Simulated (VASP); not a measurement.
# BAs (F-43m) in VASP: notebook, part 2 of 2

VASP 6.6.1. Earlier steps stand in the parts before.

**6. Relaxation of cell and atoms, PBE**

This run uses another cell than the first one, of 13.63 Å³/atom, 1.047 times its volume.

Input file INCAR:

```
ALGO = Normal
EDIFF = 1E-6
EDIFFG = -0.01
ENCUT = 600
GGA = PE
IBRION = 2
ISIF = 3
ISMEAR = 0
LASPH = T
LCHARG = F
LREAL = F
LWAVE = F
NELM = 100
NSW = 80
PREC = Accurate
SIGMA = 0.01
```

Input file KPOINTS:

```
k-points
0
Gamma
  9 9 9
```

Input file POSCAR:

```
BAs
1.0
    0.0000000000      2.3885000000      2.3885000000
    2.3885000000      0.0000000000      2.3885000000
    2.3885000000      2.3885000000      0.0000000000
B As
1 1
Direct
    0.0000000000      0.0000000000      0.0000000000
    0.2500000000      0.2500000000      0.2500000000
```

Potentials or basis: VASP PAW PBE potentials, release 64 (B, As).

Command:

```sh
$ cat potpaw_PBE.64/B/POTCAR potpaw_PBE.64/As/POTCAR > POTCAR
$ mpirun -np 1 vasp_std > vasp.out
```

OUTCAR:

```text
EDIFF = 1E-6
   EDIFFG = -0.01
   ENCUT = 600
   GGA = PE
   IBRION = 2
   ISIF = 3
   ISMEAR = 0
   LASPH = T
   LREAL = F
   NELM = 100
   NSW = 80
   PREC = Accurate

 ion  position               nearest neighbor table
   1  0.000  0.000  0.000-   2 2.07   2 2.07   2 2.07   2 2.07
   2  0.250  0.250  0.250-   1 2.07   1 2.07   1 2.07   1 2.07

  LATTYP: Found a face centered cubic cell.
 ALAT       =     4.7770000000

  Lattice vectors:

 A1 = (   0.0000000000,   2.3885000000,   2.3885000000)
 A2 = (   2.3885000000,   0.0000000000,   2.3885000000)
 A3 = (   2.3885000000,   2.3885000000,   0.0000000000)

Analysis of symmetry for initial positions (statically):
=====================================================================
 Subroutine PRICEL returns:
 Original cell was already a primitive cell.

 Routine SETGRP: Setting up the symmetry group for a
 face centered cubic supercell.

 Subroutine GETGRP returns: Found 24 space group operations
 (whereof 24 operations were pure point group operations)
 out of a pool of 48 trial point group operations.

The static configuration has the point symmetry T_d .

Analysis of symmetry for dynamics (positions and initial velocities):
=====================================================================
 Subroutine PRICEL returns:
 Original cell was already a primitive cell.

 Routine SETGRP: Setting up the symmetry group for a
 face centered cubic supercell.

 Subroutine GETGRP returns: Found 24 space group operations
 (whereof 24 operations were pure point group operations)
 out of a pool of 48 trial point group operations.

The dynamic configuration has the point symmetry T_d .

 Subroutine INISYM returns: Found 24 space group operations
 (whereof 24 operations are pure point group operations),
 and found     1 'primitive' translations

----------------------------------------------------------------------------------------

                                     Primitive cell

  volume of cell :      27.2525

  direct lattice vectors                    reciprocal lattice vectors
     0.000000000  2.388500000  2.388500000    -0.209336404  0.209336404  0.209336404
     2.388500000  0.000000000  2.388500000     0.209336404 -0.209336404  0.209336404
     2.388500000  2.388500000  0.000000000     0.209336404  0.209336404 -0.209336404

  length of vectors
     3.377849094  3.377849094  3.377849094     0.362581287  0.362581287  0.362581287

  position of ions in fractional coordinates (direct lattice)
     0.000000000  0.000000000  0.000000000
     0.250000000  0.250000000  0.250000000

  ion indices of the primitive-cell ions
   primitive index   ion index
                 1           1
                 2           2

----------------------------------------------------------------------------------------

 KPOINTS: k-points

Automatic generation of k-mesh.
 Grid dimensions read from file:
 generate k-points for:    9    9    9

 Generating k-lattice:

  Cartesian coordinates                     Fractional coordinates (reciprocal lattice)
    -0.023259600  0.023259600  0.023259600     0.111111111  0.000000000  0.000000000
     0.023259600 -0.023259600  0.023259600     0.000000000  0.111111111  0.000000000
     0.023259600  0.023259600 -0.023259600     0.000000000  0.000000000  0.111111111

[... 40 lines left out ...]
   total plane-waves  NPLWV =  21952
   dimension x,y,z NGX =    28 NGY =   28 NGZ =   28
   dimension x,y,z NGXF=    56 NGYF=   56 NGZF=   56
   ions per type =               1   1
   NGX,Y,Z   is equivalent  to a cutoff of  13.78, 13.78, 13.78 a.u.
   NGXF,Y,Z  is equivalent  to a cutoff of  27.56, 27.56, 27.56 a.u.
 SYSTEM =  unknown system
   PREC   = accura    normal or accurate (medium, high low for compatibility)
   ISTART =      0    job   : 0-new  1-cont  2-samecut
   ICHARG =      2    charge: 1-file 2-atom 10-const
   ISPIN  =      1    spin polarized calculation?
   LNONCOLLINEAR =      F non collinear calculations
   LSORBIT =      F    spin-orbit coupling
   LASPH  =      T    aspherical Exc in radial PAW
   ENCUT  =  600.0 eV  44.10 Ry    6.64 a.u.   6.75  6.75  6.75*2*pi/ulx,y,z
   NELM   =    100;   NELMIN=  2; NELMDL= -5     # of ELM steps
   EDIFF  = 0.1E-05   stopping-criterion for ELM
   LREAL  =      F    real-space projection
   EDIFFG = -.1E-01   stopping-criterion for IOM
   NSW    =     80    number of steps for IOM
   IBRION =      2    ionic relax: 0-MD 1-quasi-New 2-CG
   NFREE  =      1    steps in history (QN), initial steepest desc. (CG)
   ISIF   =      3    stress and relaxation
   ISYM   =      2    0-nonsym 1-usesym 2-fastsym
   POTIM  = 0.5000    time-step for ionic-motion
   TEBEG  =    0.0;   TEEND  =   0.0 temperature during run
   PSTRESS=    0.0 pullay stress
   NELECT =       8.0000    total number of electrons
   NUPDOWN=      -1.0000    fix difference up-down
   EMIN   =  10.00;   EMAX   =-10.00  energy-range for DOS
   EFERMI =   0.00;   METHOD = LEGACY
   ISMEAR =     0;   SIGMA  =   0.01  broadening in eV -4-tet -1-fermi 0-gaus
   EFERMI_NEDOS =   21; number of points for ismear=-14 and -15
   IALGO  =     38    algorithm
   IMIX   =      4    mixing-type and parameters
     AMIX     =   0.40;   BMIX     =  1.00
     AMIX_MAG =   1.60;   BMIX_MAG =  1.00
  volume/ion in A,a.u.               =      13.63        91.95
  Fermi-wavevector in a.u.,A,eV,Ry     =   1.088018  2.056057 16.106360  1.183784
  Thomas-Fermi vector in A             =   2.224191
   LORBIT       =      0    0 simple, 1 ext, 2 COOP (PROOUT), +10 PAW based schemes
   GGA     = PE    functional components
   LHFCALC =     F    Hartree Fock is set to
   AEXX    =    0.0000 exact exchange contribution
   IVDW    =     0    specifies the selected vdW correction
   LEPSILON=     F    determine dielectric tensor
   LRPA    =     F    only Hartree local field effects (RPA)
 conjugate gradient relaxation of ions
 non-spin polarized calculation
 Gauss-broadening in eV      SIGMA  =   0.01
  energy-cutoff  :      600.00
  volume of cell :       27.25
 maximum number of plane-waves:       941
   NGX = 13   NGY = 13   NGZ = 13

--------------------------------------- Ionic step        1  -------------------------------------------

 number of electron       8.0000000 magnetization

 Free energy of the ion-electron system (eV)
  ---------------------------------------------------
  ext. energy  EPLUGINS =         0.00000000
  ---------------------------------------------------
  free energy    TOTEN  =       -11.40670096 eV

  energy without entropy =      -11.40670096  energy(sigma->0) =      -11.40670096

------------------------ aborting loop because EDIFF is reached ----------------------------------------

  FORCE on cell =-STRESS in cart. coord.  units (eV):
  Direction    XX          YY          ZZ          XY          YZ          ZX
  --------------------------------------------------------------------------------------
  -------------------------------------------------------------------------------------
  Total        0.5812296      0.5812296      0.5812296      0.0000000      0.0000000      0.0000000
  in kB       34.1705973     34.1705973     34.1705973      0.0000000      0.0000000      0.0000000
  external PRESSURE =      34.1705973 kB  Pullay stress =       0.0000000 kB
[... 59 lines left out ...]
--------------------------------------- Ionic step        3  -------------------------------------------

 number of electron       8.0000000 magnetization

 Free energy of the ion-electron system (eV)
  ---------------------------------------------------
  ext. energy  EPLUGINS =         0.00000000
  ---------------------------------------------------
  free energy    TOTEN  =       -11.41377402 eV

  energy without entropy =      -11.41377402  energy(sigma->0) =      -11.41377402

 E-fermi :   5.9615     XC(G=0): -10.4777

 val. band max:        5.8574343343   @ k =   0.0000   0.0000   0.0000
 cond. band min:       7.1106781528   @ k =   0.4444   0.4444   0.0000
 fundamental gap:      1.2532438185
 Fermi energy:         5.9615078818

 k-point     1 :       0.0000    0.0000    0.0000
  band No.  band energies     occupation
      1      -9.3214      2.00000
      2       5.8574      2.00000
      3       5.8574      2.00000
      4       5.8574      2.00000
      5       9.1033      0.00000
      6       9.1033      0.00000
      7       9.1033      0.00000
      8      10.2340      0.00000
[... 243 lines left out ...]
 k-point    24 :       0.4444    0.4444    0.0000
  band No.  band energies     occupation
      1      -5.6063      2.00000
      2      -2.1078      2.00000
      3       1.9476      2.00000
      4       1.9476      2.00000
      5       7.1107      0.00000
      6       7.6963      0.00000
      7      16.6674      0.00000
      8      16.6674      0.00000

 [... further k-points ...]
[... 5 lines left out ...]
  --------------------------------------------------------------------------------------
  -------------------------------------------------------------------------------------
  Total        0.0010713      0.0010713      0.0010713      0.0000000      0.0000000      0.0000000
  in kB        0.0614500      0.0614500      0.0614500      0.0000000      0.0000000      0.0000000
  external PRESSURE =       0.0614500 kB  Pullay stress =       0.0000000 kB
[... 17 lines left out ...]
  FREE ENERGIE OF THE ION-ELECTRON SYSTEM (eV)
  ---------------------------------------------------
  free  energy   TOTEN  =       -11.4137740184 eV

  energy  without entropy=      -11.4137740184  energy(sigma->0) =      -11.41377402

 reached required accuracy - stopping structural energy minimisation
```

OSZICAR:

```text
N       E                     dE             d eps       ncg     rms          rms(c)
DAV:   1     0.176343851797E+02    0.17634E+02   -0.42555E+03   560   0.996E+02
DAV:   2    -0.116215791174E+02   -0.29256E+02   -0.27876E+02   816   0.113E+02
DAV:   3    -0.120458452950E+02   -0.42427E+00   -0.42427E+00   680   0.189E+01
[... 20 lines left out ...]
DAV:   2    -0.114144572632E+02    0.20617E-02   -0.35098E-03   576   0.363E-01    0.139E-01
DAV:   3    -0.114138211016E+02    0.63616E-03   -0.13766E-03   640   0.208E-01    0.478E-02
DAV:   4    -0.114137758194E+02    0.45282E-04   -0.88671E-05   680   0.623E-02    0.267E-02
DAV:   5    -0.114137741134E+02    0.17061E-05   -0.61596E-06   672   0.168E-02    0.137E-02
DAV:   6    -0.114137740184E+02    0.94946E-07   -0.43484E-07   288   0.472E-03
   3 F= -.11413774E+02 E0= -.11413774E+02  d E =-.707306E-02
```

CONTCAR:

```text
BAs
   1.00000000000000
     0.0000000000000000    2.4081620573316296    2.4081620573316296
     2.4081620573316296   -0.0000000000000000    2.4081620573316296
     2.4081620573316296    2.4081620573316296    0.0000000000000000
  B               As
     1     1
Direct
     0.0000000000000000    0.0000000000000000    0.0000000000000000
     0.2500000000000000    0.2500000000000000    0.2500000000000000

  0.00000000E+00  0.00000000E+00  0.00000000E+00
  0.00000000E+00  0.00000000E+00  0.00000000E+00
```

It took 40 s on 1 thread of Intel Xeon 8259CL, shared host; peak memory 0.17 GiB.

Results:

```yaml
Free_energy: -11.4138 eV
Relaxed_volume: 13.97 Å³/atom
Relaxed_cell: a = 3.406 Å, b = 3.406 Å, c = 3.406 Å, α = 60.00°, β = 60.00°, γ = 60.00°
Space_group_after_relaxing_to_0.05_Å: F-43m (No. 216)
Energy_gained_by_relaxing: 3.5 meV/atom
Ionic_steps: 3
Pressure_after_relaxing: 0.0 GPa
Band_gap_on_the_k_mesh: 1.25 eV, indirect (least direct gap 3.25 eV)
```

Step by step:
```tsv
step	energy change (eV)	largest force (eV/Å)	pressure (GPa)	volume (Å³)
1	0.0000	0.0000	3.42	27.25
2	-0.0037	0.0000	-2.18	28.41
3	-0.0071	0.0000	0.01	27.93
```

Final structure:
```cif
data_structure
_symmetry_space_group_name_H-M 'P 1'
_symmetry_Int_Tables_number 1
_cell_length_a 3.4057
_cell_length_b 3.4057
_cell_length_c 3.4057
_cell_angle_alpha 60.000
_cell_angle_beta 60.000
_cell_angle_gamma 60.000
_cell_volume 27.93
loop_
_atom_site_label
_atom_site_type_symbol
_atom_site_fract_x
_atom_site_fract_y
_atom_site_fract_z
_atom_site_occupancy
B1 B 0.00000 0.00000 0.00000 1
As1 As 0.25000 0.25000 0.25000 1
```

A k mesh can miss the band edges. Zero-point motion and thermal expansion aren't in these numbers.

**7. The runs side by side**

| task | cell | cutoff (eV) | gap on the mesh (eV) | pressure (GPa) |
| --- | --- | --- | --- | --- |
| single point | a = 3.326 Å, angles 60.0°, 2 atoms | 520 | 1.17 | 10.8 |
| single point | a = 3.268 Å, angles 60.0°, 2 atoms | 520 | 1.11 | 21.1 |
| single point | a = 3.400 Å, angles 60.0°, 2 atoms | 520 | 1.25 | 0.6 |
| single point | a = 3.361 Å, angles 60.0°, 2 atoms | 520 | 1.21 | 5.7 |
| relaxation of cell and atoms | relaxed from a = 3.378 Å, angles 60.0°, 2 atoms | 600 | 1.25 | 0.0 |

Alike in all rows: level PBE; potentials or basis VASP PAW PBE potentials, release 64 (B, As); no spin polarisation; k mesh 9 × 9 × 9; smearing gaussian 0.01 eV.

Total energies depend on the potentials used, so only differences within one code and one set of settings carry meaning.
